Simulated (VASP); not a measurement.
# Hf2S (P6_3/mmc) in VASP: settings compared

Hf2S is run at these levels: r2SCAN, LDA, r2SCAN+rVV10; tasks: single point.

Everything below comes from runs of VASP 6.6.1. Logs are shortened: lines on timing, memory, paths and dates and some standing lists are left out, and cuts for length are marked.

## Step 1: The cell of the first run

Symmetry: P6_3/mmc, No. 194, hexagonal system. The conventional cell has a = 3.374 Å, b = 3.374 Å, c = 11.717 Å, α = 90.00°, β = 90.00°, γ = 120.00°. Hf (site symmetry 3m) has 3 S at 2.62 Å and 10 Hf at 3.05 to 3.51 Å within 3.6 Å. S (site symmetry -6m2) has 6 Hf at 2.62 Å and 6 S at 3.37 Å within 3.5 Å.

## Step 2: Single point, r2SCAN

Input file POSCAR:

```
Hf2S
1.0
    3.3742737662      0.0000000000      0.0000000000
   -1.6871368831      2.9222068008      0.0000000000
    0.0000000000      0.0000000000     11.7174070300
Hf S
4 2
Direct
    0.6666666667      0.3333333333      0.8998116400
    0.3333333333      0.6666666667      0.3998116400
    0.6666666667      0.3333333333      0.6001883600
    0.3333333333      0.6666666667      0.1001883600
    0.0000000000      0.0000000000      0.7500000000
    0.0000000000      0.0000000000      0.2500000000
```

Input file INCAR.step1:

```
  ALGO = Normal
  EDIFF = 1E-4
  ENCUT = 520
  GGA = PE
  ISMEAR = 0
  LASPH = True
  LCHARG = False
  LREAL = False
  LWAVE = True
  NBANDS = 35
  NELM = 80
  PREC = Accurate
  SIGMA = 0.1
```

Input file INCAR.step2:

```
  ALGO = Normal
  EDIFF = 1E-7
  ENCUT = 520
  ISIF = 2
  ISMEAR = 0
  ISTART = 1
  LASPH = True
  LCHARG = True
  LELF = True
  LMIXTAU = True
  LREAL = False
  LVHAR = True
  LWAVE = False
  METAGGA = R2SCAN
  NBANDS = 35
  NELM = 80
  PREC = Accurate
  SIGMA = 0.1
```

Input file KPOINTS:

```
k-points
0
Gamma
  12 12 2
```

Potentials or basis: VASP PAW PBE potentials, release 64 (Hf_pv, S).

Started as:

```
cat potpaw_PBE.64/Hf_pv/POTCAR potpaw_PBE.64/S/POTCAR > POTCAR
cp INCAR.step1 INCAR
mpirun -np 1 vasp_std > vasp.out
cp INCAR.step2 INCAR
mpirun -np 1 vasp_std > vasp.out
```

OUTCAR:

```text
EDIFF = 1E-7
   ENCUT = 520
   ISIF = 2
   ISMEAR = 0
   ISTART = 1
   LASPH = True
   LREAL = False
   METAGGA = R2SCAN
   NELM = 80
   PREC = Accurate

 ion  position               nearest neighbor table
   1  0.667  0.333  0.900-   5 2.62   5 2.62   5 2.62   4 3.05   4 3.05   4 3.05   3 3.51
   2  0.333  0.667  0.400-   6 2.62   6 2.62   6 2.62   3 3.05   3 3.05   3 3.05   4 3.51
   3  0.667  0.333  0.600-   5 2.62   5 2.62   5 2.62   2 3.05   2 3.05   2 3.05   1 3.51
   4  0.333  0.667  0.100-   6 2.62   6 2.62   6 2.62   1 3.05   1 3.05   1 3.05   2 3.51
   5  0.000  0.000  0.750-   1 2.62   3 2.62   1 2.62   3 2.62   1 2.62   3 2.62
   6  0.000  0.000  0.250-   2 2.62   4 2.62   2 2.62   4 2.62   2 2.62   4 2.62

  LATTYP: Found a hexagonal cell.
 ALAT       =     3.3742737662
 C/A-ratio  =     3.4725715345

  Lattice vectors:

 A1 = (   3.3742737662,   0.0000000000,   0.0000000000)
 A2 = (  -1.6871368831,   2.9222068008,   0.0000000000)
 A3 = (   0.0000000000,   0.0000000000,  11.7174070300)

Analysis of symmetry for initial positions (statically):
=====================================================================
 Subroutine PRICEL returns:
 Original cell was already a primitive cell.

 Routine SETGRP: Setting up the symmetry group for a
 hexagonal supercell.

 Subroutine GETGRP returns: Found 24 space group operations
 (whereof 12 operations were pure point group operations)
 out of a pool of 24 trial point group operations.

The static configuration has the point symmetry D_3d.
 The point group associated with its full space group is D_6h.

Analysis of symmetry for dynamics (positions and initial velocities):
=====================================================================
 Subroutine PRICEL returns:
 Original cell was already a primitive cell.

 Routine SETGRP: Setting up the symmetry group for a
 hexagonal supercell.

 Subroutine GETGRP returns: Found 24 space group operations
 (whereof 12 operations were pure point group operations)
 out of a pool of 24 trial point group operations.

The dynamic configuration has the point symmetry D_3d.
 The point group associated with its full space group is D_6h.

 Subroutine INISYM returns: Found 24 space group operations
 (whereof 12 operations are pure point group operations),
 and found     1 'primitive' translations

----------------------------------------------------------------------------------------

                                     Primitive cell

  volume of cell :     115.5375

  direct lattice vectors                    reciprocal lattice vectors
     3.374273766  0.000000000  0.000000000     0.296360067  0.171103565  0.000000000
    -1.687136883  2.922206801  0.000000000     0.000000000  0.342207129  0.000000000
     0.000000000  0.000000000 11.717407030     0.000000000  0.000000000  0.085343114

  length of vectors
     3.374273766  3.374273766 11.717407030     0.342207129  0.342207129  0.085343114

  position of ions in fractional coordinates (direct lattice)
     0.666666667  0.333333333  0.899811640
     0.333333333  0.666666667  0.399811640
     0.666666667  0.333333333  0.600188360
     0.333333333  0.666666667  0.100188360
     0.000000000  0.000000000  0.750000000
     0.000000000  0.000000000  0.250000000

  ion indices of the primitive-cell ions
   primitive index   ion index
                 1           1
                 2           2
                 3           3
                 4           4
                 5           5
                 6           6

----------------------------------------------------------------------------------------

 KPOINTS: k-points

Automatic generation of k-mesh.
 Grid dimensions read from file:
 generate k-points for:   12   12    2

 Generating k-lattice:

  Cartesian coordinates                     Fractional coordinates (reciprocal lattice)
     0.024696672  0.014258630  0.000000000     0.083333333 -0.000000000  0.000000000
     0.000000000  0.028517261  0.000000000     0.000000000  0.083333333  0.000000000
     0.000000000  0.000000000  0.042671557     0.000000000  0.000000000  0.500000000

  Length of vectors
     0.028517261  0.028517261  0.042671557

  Shift w.r.t. Gamma in fractional coordinates (k-lattice)
     0.000000000  0.000000000  0.000000000

 Subroutine IBZKPT returns following result:
 ===========================================

 Found     38 irreducible k-points:

 Following reciprocal coordinates:
            Coordinates               Weight
  0.000000  0.000000  0.000000      1.000000
  0.083333  0.000000  0.000000      6.000000
  0.166667 -0.000000  0.000000      6.000000
  0.250000 -0.000000  0.000000      6.000000
  0.333333 -0.000000  0.000000      6.000000
  0.416667 -0.000000  0.000000      6.000000
[... 16 lines left out ...]
  0.250000 -0.000000  0.500000      6.000000
  0.333333 -0.000000  0.500000      6.000000
 [... further k-points ...]
   k-points           NKPTS =     38   k-points in BZ     NKDIM =     38   number of bands    NBANDS=     35
   number of dos      NEDOS =    301   number of ions     NIONS =      6
   total plane-waves  NPLWV =  70560
   dimension x,y,z NGX =    28 NGY =   28 NGZ =   90
   dimension x,y,z NGXF=    56 NGYF=   56 NGZF=  180
   ions per type =               4   2
   NGX,Y,Z   is equivalent  to a cutoff of  13.80, 13.80, 12.77 a.u.
   NGXF,Y,Z  is equivalent  to a cutoff of  27.59, 27.59, 25.54 a.u.
 SYSTEM =  unknown system
   PREC   = accura    normal or accurate (medium, high low for compatibility)
   ISTART =      1    job   : 0-new  1-cont  2-samecut
   ICHARG =      0    charge: 1-file 2-atom 10-const
   ISPIN  =      1    spin polarized calculation?
   LNONCOLLINEAR =      F non collinear calculations
   LSORBIT =      F    spin-orbit coupling
   LASPH  =      T    aspherical Exc in radial PAW
   ENCUT  =  520.0 eV  38.22 Ry    6.18 a.u.   6.27  6.27 21.79*2*pi/ulx,y,z
   NELM   =     80;   NELMIN=  2; NELMDL=  0     # of ELM steps
   EDIFF  = 0.1E-06   stopping-criterion for ELM
   LREAL  =      F    real-space projection
   EDIFFG = 0.1E-05   stopping-criterion for IOM
   NSW    =      0    number of steps for IOM
   IBRION =     -1    ionic relax: 0-MD 1-quasi-New 2-CG
   NFREE  =      0    steps in history (QN), initial steepest desc. (CG)
   ISIF   =      2    stress and relaxation
   ISYM   =      2    0-nonsym 1-usesym 2-fastsym
   POTIM  = 0.5000    time-step for ionic-motion
   TEBEG  =    0.0;   TEEND  =   0.0 temperature during run
   PSTRESS=    0.0 pullay stress
   NELECT =      52.0000    total number of electrons
   NUPDOWN=      -1.0000    fix difference up-down
   EMIN   =  10.00;   EMAX   =-10.00  energy-range for DOS
   EFERMI =   0.00;   METHOD = LEGACY
   ISMEAR =     0;   SIGMA  =   0.10  broadening in eV -4-tet -1-fermi 0-gaus
   EFERMI_NEDOS =   21; number of points for ismear=-14 and -15
   IALGO  =     38    algorithm
   IMIX   =      4    mixing-type and parameters
     AMIX     =   0.40;   BMIX     =  1.00
     AMIX_MAG =   1.60;   BMIX_MAG =  1.00
  volume/ion in A,a.u.               =      19.26       129.95
  Fermi-wavevector in a.u.,A,eV,Ry     =   1.254590  2.370831 21.415503  1.573995
  Thomas-Fermi vector in A             =   2.388387
   LORBIT       =      0    0 simple, 1 ext, 2 COOP (PROOUT), +10 PAW based schemes
   METAGGA = R2SCAN    functional components
   LHFCALC =     F    Hartree Fock is set to
   AEXX    =    0.0000 exact exchange contribution
   IVDW    =     0    specifies the selected vdW correction
   LEPSILON=     F    determine dielectric tensor
   LRPA    =     F    only Hartree local field effects (RPA)
 non-spin polarized calculation
 Gauss-broadening in eV      SIGMA  =   0.10
  energy-cutoff  :      520.00
  volume of cell :      115.54
 maximum number of plane-waves:      3142
 NGX is ok and might be reduce to    28
   NGX = 13   NGY = 13   NGZ = 43

 number of electron      52.0000002 magnetization

 Free energy of the ion-electron system (eV)
  ---------------------------------------------------
  ext. energy  EPLUGINS =         0.00000000
  ---------------------------------------------------
  free energy    TOTEN  =      -203.70579784 eV

  energy without entropy =     -203.69144954  energy(sigma->0) =     -203.69862369

 E-fermi :   6.5227     XC(G=0): -12.1420

 val. band max:        6.5187528861   @ k =   0.3333   0.0833   0.0000
 cond. band min:       6.5261630078   @ k =   0.0833   0.0833   0.5000
 fundamental gap:      0.0074101217
 Fermi energy:         6.5227278085

 k-point     1 :       0.0000    0.0000    0.0000
  band No.  band energies     occupation
      1     -26.1042      2.00000
      2     -25.9863      2.00000
      3     -25.6380      2.00000
      4     -25.5602      2.00000
      5     -25.5602      2.00000
      6     -25.5509      2.00000
[... 27 lines left out ...]
     34       9.1796      0.00000
     35       9.3446      0.00000

 k-point     2 :       0.0833    0.0000    0.0000
  band No.  band energies     occupation
      1     -26.0940      2.00000
      2     -25.9787      2.00000
      3     -25.6700      2.00000
      4     -25.5985      2.00000
      5     -25.5685      2.00000
      6     -25.5590      2.00000
[... 27 lines left out ...]
     34       9.0946      0.00000
     35       9.2338      0.00000

 k-point     3 :       0.1667   -0.0000    0.0000
  band No.  band energies     occupation
      1     -26.0668      2.00000
      2     -25.9594      2.00000
      3     -25.7431      2.00000
      4     -25.6841      2.00000
      5     -25.5904      2.00000
      6     -25.5805      2.00000
[... 27 lines left out ...]
     34       9.1506      0.00000
     35       9.2184      0.00000
[... 723 lines left out ...]
 k-point    23 :       0.2500   -0.0000    0.5000
  band No.  band energies     occupation
      1     -25.9932      2.00000
      2     -25.9932      2.00000
      3     -25.8037      2.00000
      4     -25.8037      2.00000
      5     -25.6146      2.00000
      6     -25.6146      2.00000
[... 27 lines left out ...]
     34       9.0200      0.00000
     35       9.6125      0.00000

 k-point    24 :       0.3333   -0.0000    0.5000
  band No.  band energies     occupation
      1     -25.9785      2.00000
      2     -25.9785      2.00000
      3     -25.8938      2.00000
      4     -25.8938      2.00000
      5     -25.6642      2.00000
      6     -25.6642      2.00000
[... 27 lines left out ...]
     34       9.4491      0.00000
     35      10.2394      0.00000

 [... further k-points ...]
[... 5 lines left out ...]
  --------------------------------------------------------------------------------------
  -------------------------------------------------------------------------------------
  Total        0.0001268      0.0001268     -0.0137221      0.0000000      0.0000000      0.0000000
  in kB        0.0017579      0.0017579     -0.1902865      0.0000000      0.0000000      0.0000000
  external PRESSURE =      -0.0622569 kB  Pullay stress =       0.0000000 kB

 VOLUME and BASIS-vectors are now :
 -----------------------------------------------------------------------------
  energy-cutoff  :      520.00
  volume of cell :      115.54
      direct lattice vectors                 reciprocal lattice vectors
     3.374273766  0.000000000  0.000000000     0.296360067  0.171103565  0.000000000
    -1.687136883  2.922206801  0.000000000     0.000000000  0.342207129  0.000000000
     0.000000000  0.000000000 11.717407030     0.000000000  0.000000000  0.085343114

 POSITION                                       TOTAL-FORCE (eV/Angst)
 -----------------------------------------------------------------------------------
      1.68714      0.97407     10.54346         0.000000     -0.000000     -0.048664
     -0.00000      1.94814      4.68476        -0.000000      0.000000     -0.048664
      1.68714      0.97407      7.03265         0.000000     -0.000000      0.048664
     -0.00000      1.94814      1.17395        -0.000000      0.000000      0.048664
      0.00000      0.00000      8.78806        -0.000000      0.000000     -0.000000
      0.00000      0.00000      2.92935         0.000000      0.000000     -0.000000
 -----------------------------------------------------------------------------------
    total drift:                                0.000000      0.000000     -0.000000

  FREE ENERGIE OF THE ION-ELECTRON SYSTEM (eV)
  ---------------------------------------------------
  free  energy   TOTEN  =      -203.7057978416 eV

  energy  without entropy=     -203.6914495395  energy(sigma->0) =     -203.69862369
```

Run time: 13 min. Hardware: 1 thread of AMD EPYC 7R43 (Zen 3), shared host; peak memory 0.31 GiB.

What came out:

```
Free energy            : -203.7058 eV
Pressure               : 0.0 GPa
Largest force          : 0.049 eV/Å
Band gap on the k mesh : zero (bands 26 and 27 overlap by 0.89 eV)
```

Forces on the atoms (eV/Å):
```
Hf   0.000  0.000 -0.049
Hf   0.000  0.000 -0.049
Hf   0.000  0.000  0.049
Hf   0.000  0.000  0.049
S    0.000  0.000  0.000
S    0.000  0.000  0.000
```

Caveat: the PAW data sets were made with another functional, which shifts forces and pressure a little; spin-orbit coupling is left out, which moves the levels of the heavy elements.

## Step 3: Single point, LDA

This run uses another cell than the first one, of 18.39 Å³/atom.

Input file INCAR:

```
PREC = Accurate
ENCUT = 520
EDIFF = 1E-6
ISMEAR = 0
SIGMA = 0.1
LREAL = F
LASPH = T
NELM = 100
ALGO = Normal
ISIF = 2
LWAVE = F
LCHARG = T
LELF = T
LVHAR = T
NBANDS = 35
```

Input file KPOINTS:

```
regular mesh
0
Gamma
  12 12 4
```

Input file POSCAR:

```
Hf2S
1.0
    3.3191905183      0.0000000000      0.0000000000
   -1.6595952591      2.8745033088      0.0000000000
    0.0000000000      0.0000000000     11.5631173055
Hf S
4 2
Direct
    0.6666666667      0.3333333333      0.8987534979
    0.3333333333      0.6666666667      0.3987534979
    0.6666666667      0.3333333333      0.6012465021
    0.3333333333      0.6666666667      0.1012465021
    0.0000000000      0.0000000000      0.7500000000
    0.0000000000      0.0000000000      0.2500000000
```

Potentials or basis: VASP PAW LDA potentials, release 64 (Hf_pv, S).

Started as:

```
cat potpaw_LDA.64/Hf_pv/POTCAR potpaw_LDA.64/S/POTCAR > POTCAR
mpirun -np 1 vasp_std > vasp.out
```

Run time: 6.5 min. Hardware: 1 thread of Intel Xeon 8259CL, shared host; peak memory 0.32 GiB.

The run converged. Its results:

* Free energy: -58.9906 eV
* Pressure: 0.0 GPa
* Largest force: 0.031 eV/Å
* Band gap on the k mesh: zero (bands 26 and 27 overlap by 0.98 eV)

Forces on the atoms (eV/Å):
```
Hf   0.000  0.000 -0.031
Hf   0.000  0.000 -0.031
Hf   0.000  0.000  0.031
Hf   0.000  0.000  0.031
S    0.000  0.000  0.000
S    0.000  0.000  0.000
```

Stress tensor (GPa, compression positive):
```
0.01 0.00 0.00
0.00 0.01 0.00
0.00 0.00 0.09
```

Levels at points of the mesh, in eV from the Fermi level:
```csv
k point,band 24,band 25,band 26,band 27,band 28,band 29
"(0.00, 0.00, 0.00)",-0.13,-0.03,0.45,0.45,0.54,0.54
"(0.50, 0.00, 0.00)",-1.26,-1.10,-0.63,-0.53,0.87,1.04
"(0.00, 0.00, 0.50)",-1.10,0.38,0.38,0.38,0.38,1.46
"(0.50, 0.00, 0.50)",-1.74,-0.84,-0.84,0.33,0.33,1.48
```

Caveat: spin-orbit coupling is left out, which moves the levels of the heavy elements.

## Step 4: Single point, r2SCAN+rVV10

This run uses another cell than the first one, of 19.19 Å³/atom.

Input file POSCAR:

```
Hf2S
1.0
    3.3686896531      0.0000000000      0.0000000000
   -1.6843448265      2.9173708170      0.0000000000
    0.0000000000      0.0000000000     11.7159691122
Hf S
4 2
Direct
    0.6666666667      0.3333333333      0.8997324986
    0.3333333333      0.6666666667      0.3997324986
    0.6666666667      0.3333333333      0.6002675014
    0.3333333333      0.6666666667      0.1002675014
    0.0000000000      0.0000000000      0.7500000000
    0.0000000000      0.0000000000      0.2500000000
```

Input file INCAR.step1:

```
SYSTEM = Hf2S
ALGO = Normal
EDIFF = 1E-4
ENCUT = 520
GGA = PE
ISMEAR = 0
LASPH = .True.
LCHARG = .False.
LREAL = .False.
LWAVE = .True.
NBANDS = 35
NELM = 80
PREC = Accurate
SIGMA = 0.1
```

Input file INCAR.step2:

```
SYSTEM = Hf2S
ALGO = Normal
BPARAM = 11.95
CPARAM = 0.0093
EDIFF = 1E-7
ENCUT = 520
ISIF = 2
ISMEAR = 0
ISTART = 1
IVDW_NL = 2
LASPH = .True.
LCHARG = .False.
LMIXTAU = .True.
LREAL = .False.
LUSE_VDW = .True.
LWAVE = .False.
METAGGA = R2SCAN
NBANDS = 35
NELM = 80
PREC = Accurate
SIGMA = 0.1
```

Input file KPOINTS:

```
k-points
0
Gamma
  12 12 4
  0 0 0
```

Potentials or basis: VASP PAW PBE potentials, release 64 (Hf_pv, S).

Started as:

```
cat potpaw_PBE.64/Hf_pv/POTCAR potpaw_PBE.64/S/POTCAR > POTCAR
cp INCAR.step1 INCAR
mpirun -np 1 vasp_std > vasp.out
cp INCAR.step2 INCAR
mpirun -np 1 vasp_std > vasp.out
```

Run time: 37 min. Hardware: 1 thread of Intel Xeon 8259CL, shared host; peak memory 0.65 GiB.

It converged, with:

| Property | Result |
| --- | --- |
| Free energy | -202.8556 eV |
| Pressure | -0.4 GPa |
| Largest force | 0.020 eV/Å |
| Band gap on the k mesh | zero (bands 26 and 27 overlap by 0.92 eV) |

Forces in eV/Å, atoms in the order of the input:
```
Hf   0.000  0.000 -0.020
Hf   0.000  0.000 -0.020
Hf   0.000  0.000  0.020
Hf   0.000  0.000  0.020
S    0.000  0.000  0.000
S    0.000  0.000  0.000
```

Stress tensor (GPa, compression positive):
```
-0.41  0.00  0.00
 0.00 -0.41  0.00
 0.00  0.00 -0.49
```

Levels at points of the mesh, in eV from the Fermi level:
```
           k point  band 22  band 23  band 24  band 25  band 26  band 27  band 28  band 29  band 30  band 31
(0.00, 0.00, 0.00)    -3.29    -1.98    -0.36    -0.04     0.43     0.43     0.53     0.53     0.83     0.83
(0.50, 0.00, 0.00)    -2.63    -2.07    -1.58    -1.56    -1.07    -0.49     0.86     1.06     2.52     3.38
(0.00, 0.00, 0.50)    -3.79    -1.42    -1.42     0.38     0.38     0.38     0.38     1.41     1.41     1.62
(0.50, 0.00, 0.50)    -2.58    -1.99    -1.99    -1.34    -1.34     0.33     0.33     1.42     1.42     3.98
```

Caveat: the PAW data sets were made with another functional, which shifts forces and pressure a little; spin-orbit coupling is left out, which moves the levels of the heavy elements.

[end of part 1 of 2]
